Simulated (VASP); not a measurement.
Zr3Sb4:

```
Zr Sb
1.0
     6.29021    0.00000    0.00000
     0.00000    6.29021    0.00000
     0.00000    0.00000    6.29021
Zr Sb
3 4
Direct
  0.00000 0.00000 0.50000
  0.50000 0.00000 0.00000
  0.00000 0.50000 0.00000
  0.27444 0.72556 0.27444
  0.72556 0.27444 0.27444
  0.27444 0.27444 0.72556
  0.72556 0.72556 0.72556
```

The cell was generated, and may not be a known phase.

Base run:

| Property | Result |
| --- | --- |
| Program | VASP 6.6.1 |
| Functional | PBE |
| Potentials or basis | VASP PAW PBE potentials, release 64 (Zr_sv, Sb) |
| Cutoff | 520 eV |
| k mesh | 4 × 4 × 4 |
| Occupations | gaussian, width 0.02 eV |
| Spin | no spin polarisation |

Its results: band gap on the k mesh 0.70 eV (least direct gap 0.77 eV); pressure 0.0 GPa; largest force 0.013 eV/Å.

**Question.** The run is repeated on the same cell with these changes: k mesh from 4 × 4 × 4 to 2 × 2 × 2; occupations from gaussian, width 0.02 eV to gaussian, width 0.1 eV. What comes out?

**Answer.** Band gap on the k mesh 0.81 eV (least direct gap 0.88 eV); pressure -0.1 GPa; largest force 0.014 eV/Å.

Caveats: some runs use coarse meshes; spin-orbit coupling is left out, which moves the levels of the heavy elements; semilocal functionals underestimate gaps, and a narrow one can read as zero (at least some runs).

A k mesh can miss the band edges.
